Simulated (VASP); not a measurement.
Here is a VASP 6.6.1 calculation.

The input INCAR:

```
  PREC = Accurate
  ENCUT = 500
  EDIFF = 1E-6
  ISMEAR = 0
  SIGMA = 0.05
  LREAL = F
  LASPH = T
  NELM = 120
  ALGO = Normal
  ISIF = 2
  LWAVE = F
  LCHARG = T
  GGA = PE
  LELF = T
  LVHAR = T
  NBANDS = 14
  GGA_COMPAT = F
```

KPOINTS

```
regular mesh
0
Gamma
  6 6 6
```

The input POSCAR:

```
NaCl
1.0
    3.5021900000      0.0000000000      0.0000000000
    0.0000000000      3.5021900000      0.0000000000
    0.0000000000      0.0000000000      3.5021900000
Na Cl
1 1
Direct
   -0.0403808349     -0.0403808349     -0.0571071244
    0.5000000000      0.5000000000      0.5000000000
```

Potentials or basis: VASP PAW PBE potentials, release 64 (Na_pv, Cl).

The run is started by

```bash
$ cat potpaw_PBE.64/Na_pv/POTCAR potpaw_PBE.64/Cl/POTCAR > POTCAR
$ mpirun -np 1 vasp_std > vasp.out
```

Predict the pressure.

0.7 GPa.

Estimate the band gap on the k mesh.

4.01 eV (least direct gap 4.50 eV).

Forces in eV/Å, atoms in the order of the input:
```
Na   0.081  0.081  0.101
Cl  -0.081 -0.081 -0.101
```

Caveat: the cell differs from its parent crystal (atom 1 (Na) moved by (-0.200, -0.200) A along [1 1 0] and z). A k mesh can miss the band edges.
